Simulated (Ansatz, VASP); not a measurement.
## ReW4 in VASP and in Ansatz

File INCAR:

```
SYSTEM = ReW4
PREC     = Accurate       ! precision mode
ENCUT    = 520            ! plane-wave cutoff, eV
EDIFF    = 1E-6           ! SCF threshold, eV
ISMEAR   = -1             ! smearing method
SIGMA    = 0.08           ! smearing width, eV
LREAL    = .FALSE.        ! projectors in reciprocal space
LASPH    = .TRUE.         ! aspherical terms in the spheres
NELM     = 100            ! most SCF steps
ALGO     = Normal         ! electronic algorithm
ISIF     = 2              ! what is computed and relaxed
LWAVE    = .FALSE.        ! write WAVECAR
LCHARG   = .TRUE.         ! write CHGCAR
LDIPOL   = .TRUE.       
IDIPOL   = 3            
DIPOL    = 0.5 0.5 0.500
GGA      = PE             ! functional
LELF     = .TRUE.         ! ELF
LVHAR    = .TRUE.       
LVACPOTAV= .TRUE.       
NBANDS   = 40             ! bands
```

The input KPOINTS:

```
Automatic mesh
0
G
  9 9 1
  0 0 0
```

POSCAR

```
ReW4
1.0
    4.5020337152      0.0000000000      0.0000000000
   -2.2510168576      3.8988755660      0.0000000000
    0.0000000000      0.0000000000     19.6759000000
W Re
4 1
Direct
    0.8333333333      0.1666666667      0.4198109027
    0.1666666667      0.8333333333      0.4561351372
    0.8333333333      0.1666666667      0.5438648734
    0.1666666667      0.8333333333      0.5801890921
    0.5000000000      0.5000000000      0.4999999946
```

Input for Ansatz:

```yaml
crystal:
  lattice:
    - [4.5020337152, 0.0, 0.0]
    - [-2.2510168576, 3.898875566, 0.0]
    - [0.0, 0.0, 19.6759]
  atoms:
    - { symbol: W, position: [0.8333333333, 0.1666666667, 0.4198109027] }
    - { symbol: W, position: [0.1666666667, 0.8333333333, 0.4561351372] }
    - { symbol: Re, position: [0.5, 0.5, 0.4999999946] }
    - { symbol: W, position: [0.8333333333, 0.1666666667, 0.5438648734] }
    - { symbol: W, position: [0.1666666667, 0.8333333333, 0.5801890921] }
kpoints:
  mp_grid: { grid: [9, 9, 1] }
scf:
  occupations: { method: fermi_dirac, width: 0.08 }
hamiltonian:
  xc: pbe
  pseudopotentials: { kind: all_electron, lapw: { basis_error: 0.001 } }
output:
  forces: true
  stress: true
  eigenvalues: true
efield:
  axis: 3
  amplitude: 0
  dipole_correction: true
```

Alike in both runs: task single point; functional PBE; k mesh 9 × 9 × 1; occupations fermi-dirac, width 0.08 eV; no spin polarisation.

```csv
,VASP,Ansatz
version,VASP 6.6.1,Ansatz 0.2.0
potentials or method,"VASP PAW PBE potentials, release 64 (W_sv, Re), cutoff 520 eV","all-electron LAPW, scalar-relativistic"
```

VASP gave:

* rms of the force components (eV/Å): 0.154

Problem. Estimate Ansatz's values.

Solution. rms of the force components (eV/Å): 0.147.

Ansatz ran all-electron here, and VASP with PAW potentials.

Spin-orbit coupling is off throughout.
